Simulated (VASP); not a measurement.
# MoS2 (Fm-3m) in VASP: settings compared, part 2 of 2

VASP 6.6.1.

**3. Single point, r2SCAN**

Input file POSCAR:

```
MoS2
1.0
    0.0000000000      2.9323968521      2.9323968521
    2.9323968521      0.0000000000      2.9323968521
    2.9323968521      2.9323968521      0.0000000000
Mo S
1 2
Direct
    0.0000000000      0.0000000000      0.0000000000
    0.2500000000      0.2500000000      0.2500000000
    0.7500000000      0.7500000000      0.7500000000
```

Input file INCAR.step1:

```
SYSTEM = MoS2
PREC = Accurate ; ENCUT = 520
ISMEAR = -1 ; SIGMA = 0.02
LREAL = .FALSE. ; LASPH = .TRUE.
NELM = 60 ; NBANDS = 20
GGA = PE ; ALGO = Normal
EDIFF = 1E-4 ; LWAVE = .TRUE.
LCHARG = .FALSE.
```

Input file INCAR.step2:

```
SYSTEM = MoS2
PREC = Accurate ; ENCUT = 520
EDIFF = 1E-6 ; ISMEAR = -1
SIGMA = 0.02 ; LREAL = .FALSE.
LASPH = .TRUE. ; NELM = 60
ALGO = Normal ; ISIF = 2
LWAVE = .FALSE. ; LCHARG = .FALSE.
METAGGA = R2SCAN ; LMIXTAU = .TRUE.
NBANDS = 20 ; ISTART = 1
```

Input file KPOINTS:

```
Automatic mesh
0
G
  8 8 8
  0 0 0
```

Potentials or basis: VASP PAW PBE potentials, release 64 (Mo_sv, S).

The run is started by

```
$ cat potpaw_PBE.64/Mo_sv/POTCAR potpaw_PBE.64/S/POTCAR > POTCAR
$ cp INCAR.step1 INCAR
$ mpirun -np 1 vasp_std > vasp.out
$ cp INCAR.step2 INCAR
$ mpirun -np 1 vasp_std > vasp.out
```

OUTCAR:

```text
SYSTEM = MoS2
   PREC = Accurate
   ENCUT = 520
   EDIFF = 1E-6
   ISMEAR = -1
   LREAL = .FALSE.
   LASPH = .TRUE.
   NELM = 60
   ISIF = 2
   METAGGA = R2SCAN
   ISTART = 1

 ion  position               nearest neighbor table
   1  0.000  0.000  0.000-   3 2.54   3 2.54   3 2.54   2 2.54   3 2.54   2 2.54   2 2.54   2 2.54

   2  0.250  0.250  0.250-   1 2.54   1 2.54   1 2.54   1 2.54
   3  0.750  0.750  0.750-   1 2.54   1 2.54   1 2.54   1 2.54

  LATTYP: Found a face centered cubic cell.
 ALAT       =     5.8647937042

  Lattice vectors:

 A1 = (   0.0000000000,   2.9323968521,   2.9323968521)
 A2 = (   2.9323968521,   0.0000000000,   2.9323968521)
 A3 = (   2.9323968521,   2.9323968521,   0.0000000000)

Analysis of symmetry for initial positions (statically):
=====================================================================
 Subroutine PRICEL returns:
 Original cell was already a primitive cell.

 Routine SETGRP: Setting up the symmetry group for a
 face centered cubic supercell.

 Subroutine GETGRP returns: Found 48 space group operations
 (whereof 48 operations were pure point group operations)
 out of a pool of 48 trial point group operations.

The static configuration has the point symmetry O_h .

Analysis of symmetry for dynamics (positions and initial velocities):
=====================================================================
 Subroutine PRICEL returns:
 Original cell was already a primitive cell.

 Routine SETGRP: Setting up the symmetry group for a
 face centered cubic supercell.

 Subroutine GETGRP returns: Found 48 space group operations
 (whereof 48 operations were pure point group operations)
 out of a pool of 48 trial point group operations.

The dynamic configuration has the point symmetry O_h .

 Subroutine INISYM returns: Found 48 space group operations
 (whereof 48 operations are pure point group operations),
[... 112 lines left out ...]
   EFERMI =   0.00;   METHOD = LEGACY
   ISMEAR =    -1;   SIGMA  =   0.02  broadening in eV -4-tet -1-fermi 0-gaus
   EFERMI_NEDOS =   21; number of points for ismear=-14 and -15
   IALGO  =     38    algorithm
   IMIX   =      4    mixing-type and parameters
     AMIX     =   0.40;   BMIX     =  1.00
     AMIX_MAG =   1.60;   BMIX_MAG =  1.00
  volume/ion in A,a.u.               =      16.81       113.44
  Fermi-wavevector in a.u.,A,eV,Ry     =   1.312703  2.480649 23.445418  1.723190
  Thomas-Fermi vector in A             =   2.443077
   LORBIT       =      0    0 simple, 1 ext, 2 COOP (PROOUT), +10 PAW based schemes
   METAGGA = R2SCAN    functional components
   LHFCALC =     F    Hartree Fock is set to
   AEXX    =    0.0000 exact exchange contribution
   IVDW    =     0    specifies the selected vdW correction
   LEPSILON=     F    determine dielectric tensor
   LRPA    =     F    only Hartree local field effects (RPA)
 non-spin polarized calculation
  energy-cutoff  :      520.00
  volume of cell :       50.43
 maximum number of plane-waves:      1380
   NGX = 15   NGY = 15   NGZ = 15

 number of electron      25.9999997 magnetization

 Free energy of the ion-electron system (eV)
  ---------------------------------------------------
  ext. energy  EPLUGINS =         0.00000000
  ---------------------------------------------------
  free energy    TOTEN  =       -42.60588088 eV

  energy without entropy =      -42.59947407  energy(sigma->0) =      -42.60267748

 E-fermi :   8.3621     XC(G=0): -11.9685

 val. band max:        8.3606861170   @ k =   0.5000   0.3750   0.1250
 cond. band min:       8.3757503178   @ k =  -0.3750   0.2500   0.1250
 fundamental gap:      0.0150642008
 Fermi energy:         8.3620871559

 k-point     1 :       0.0000    0.0000    0.0000
  band No.  band energies     occupation
      1     -54.6987      2.00000
      2     -28.0655      2.00000
      3     -28.0655      2.00000
      4     -28.0655      2.00000
      5      -7.7953      2.00000
      6      -3.0237      2.00000
[... 541 lines left out ...]
     19      16.0884      0.00000
     20      19.1838      0.00000

 [... further k-points ...]

------------------------ aborting loop because EDIFF is reached ----------------------------------------

  FORCE on cell =-STRESS in cart. coord.  units (eV):
  Direction    XX          YY          ZZ          XY          YZ          ZX
  --------------------------------------------------------------------------------------
  -------------------------------------------------------------------------------------
  Total        0.0338415      0.0338415      0.0338415     -0.0000000      0.0000000      0.0000000
  in kB        1.0751333      1.0751333      1.0751333     -0.0000000      0.0000000      0.0000000
  external PRESSURE =       1.0751333 kB  Pullay stress =       0.0000000 kB

 VOLUME and BASIS-vectors are now :
 -----------------------------------------------------------------------------
  energy-cutoff  :      520.00
  volume of cell :       50.43
      direct lattice vectors                 reciprocal lattice vectors
     0.000000000  2.932396852  2.932396852    -0.170508981  0.170508981  0.170508981
     2.932396852  0.000000000  2.932396852     0.170508981 -0.170508981  0.170508981
     2.932396852  2.932396852  0.000000000     0.170508981  0.170508981 -0.170508981

 POSITION                                       TOTAL-FORCE (eV/Angst)
 -----------------------------------------------------------------------------------
      0.00000      0.00000      0.00000         0.000000     -0.000000      0.000000
      1.46620      1.46620      1.46620        -0.000000     -0.000000     -0.000000
      4.39860      4.39860      4.39860         0.000000      0.000000      0.000000
 -----------------------------------------------------------------------------------
    total drift:                                0.000000     -0.000000      0.000000

  FREE ENERGIE OF THE ION-ELECTRON SYSTEM (eV)
  ---------------------------------------------------
  free  energy   TOTEN  =       -42.6058808830 eV

  energy  without entropy=      -42.5994740671  energy(sigma->0) =      -42.60267748
```

OSZICAR.step1:

```text
N       E                     dE             d eps       ncg     rms          rms(c)
DAV:   1     0.179642520458E+03    0.17964E+03   -0.13417E+04  1160   0.124E+03
DAV:   2    -0.134056831000E+02   -0.19305E+03   -0.18816E+03  1412   0.319E+02
DAV:   3    -0.210730192555E+02   -0.76673E+01   -0.74972E+01  1420   0.566E+01
DAV:   4    -0.211758255781E+02   -0.10281E+00   -0.10266E+00  1376   0.694E+00
DAV:   5    -0.211775220515E+02   -0.16965E-02   -0.16962E-02  1472   0.849E-01    0.192E+01
DAV:   6    -0.204789407863E+02    0.69858E+00   -0.22260E+01  1184   0.211E+01    0.955E+00
DAV:   7    -0.196292633745E+02    0.84968E+00   -0.77875E+00  1212   0.130E+01    0.662E+00
DAV:   8    -0.195868659133E+02    0.42397E-01   -0.73584E-01  1300   0.406E+00    0.132E+00
DAV:   9    -0.195725661197E+02    0.14300E-01   -0.61330E-02  1296   0.119E+00    0.290E-01
DAV:  10    -0.195726665235E+02   -0.10040E-03   -0.70475E-03  1432   0.454E-01    0.188E-01
DAV:  11    -0.195726393744E+02    0.27149E-04   -0.77881E-04  1248   0.150E-01
   1 F= -.19572639E+02 E0= -.19569860E+02  d E =-.555924E-02
```

It took 2.2 min on 1 thread of Intel Xeon 8259CL, shared host; peak memory 0.2 GiB.

What came out:

| Item | Value |
| --- | --- |
| Free energy | -42.6059 eV |
| Pressure | 0.1 GPa |
| Band gap on the k mesh | zero (bands 13 and 14 overlap by 1.08 eV) |

Levels at points of the mesh, in eV from the Fermi level:
```
           k point  band 11  band 12  band 13  band 14  band 15  band 16
(0.00, 0.00, 0.00)    -1.00    -0.65    -0.65    -0.65     4.38     4.38
(0.50, 0.00, 0.00)    -3.18    -3.18    -0.49    -0.49     1.72     4.09
(0.50, 0.50, 0.00)    -2.68    -0.67     0.07     0.86     1.86     3.60
```

Caveat: the PAW data sets were made with another functional, which shifts forces and pressure a little.
